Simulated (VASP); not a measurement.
**SnO2: single point with r2SCAN**

Crystal: SnO2.

```
Sn O
1.0
     4.76022    0.00000    0.00000
     0.00000    4.76022    0.00000
     0.00000    0.00000    3.20057
Sn O
2 4
Direct
  0.00000 0.00000 0.93751
  0.50000 0.50000 0.50000
  0.30589 0.30589 0.00000
  0.19411 0.80589 0.50000
  0.69411 0.69411 0.00000
  0.80589 0.19411 0.50000
```

This cell differs from its parent crystal: atom 1 (Sn) moved by (+0.000, -0.200) A along x and z.

- Program: VASP 6.6.1
- Task: single point
- Functional: r2SCAN
- Potentials or basis: VASP PAW PBE potentials, release 64 (Sn_d, O)
- Cutoff: 520 eV
- k mesh: 6 × 6 × 8
- Occupations: gaussian, width 0.05 eV
- Spin: no spin polarisation
- Dipole correction: no
- Further INCAR settings: ALGO = Normal; EDIFF = 1e-06; NBANDS = 35

```json
{
  "Pressure": "4.5 GPa",
  "Largest force": "4.454 eV/Å",
  "Band gap on the k mesh": "1.80 eV"
}
```

Forces on the atoms (eV/Å):
```
Sn   0.000  0.000  4.454
Sn   0.000  0.000 -0.053
O   -0.087 -0.087 -0.090
O    0.737 -0.737 -2.110
O    0.087  0.087 -0.090
O   -0.737  0.737 -2.110
```

Stress tensor (GPa, compression positive):
```
 3.56 -3.25  0.00
-3.25  3.56  0.00
 0.00  0.00  6.36
```

Levels at points of the mesh, in eV from the valence-band top:
```tsv
k point	band 22	band 23	band 24	band 25	band 26	band 27	band 28	band 29	band 30	band 31
(0.00, 0.00, 0.00)	-1.25	-1.20	-0.74	-0.73	0.00	1.80	6.66	7.05	7.30	11.04
(0.50, 0.00, 0.00)	-1.95	-1.18	-1.11	-0.62	-0.60	4.92	5.02	7.76	8.04	11.73
(0.50, 0.50, 0.00)	-1.92	-1.30	-1.25	-0.94	-0.87	5.26	5.48	8.22	8.44	11.97
(0.00, 0.00, 0.50)	-2.49	-1.69	-1.61	-1.29	-1.20	6.76	6.93	10.44	10.65	11.40
(0.50, 0.00, 0.50)	-1.68	-1.13	-1.05	-0.70	-0.65	7.06	7.15	8.89	8.94	11.96
(0.50, 0.50, 0.50)	-2.26	-0.98	-0.88	-0.88	-0.80	5.49	5.59	9.64	9.74	11.92
```

It took 2.8 min on 1 thread of Intel(R) Xeon(R) 6975P-C (Granite Rapids), with other jobs on the host, peak memory 0.27 GiB.

Caveat: the cell differs from its parent crystal (atom 1 (Sn) moved by (+0.000, -0.200) A along x and z); the cell stands under pressure; the PAW data sets were made with another functional, which shifts forces and pressure a little; spin-orbit coupling is left out, which moves the levels of the heavy elements.
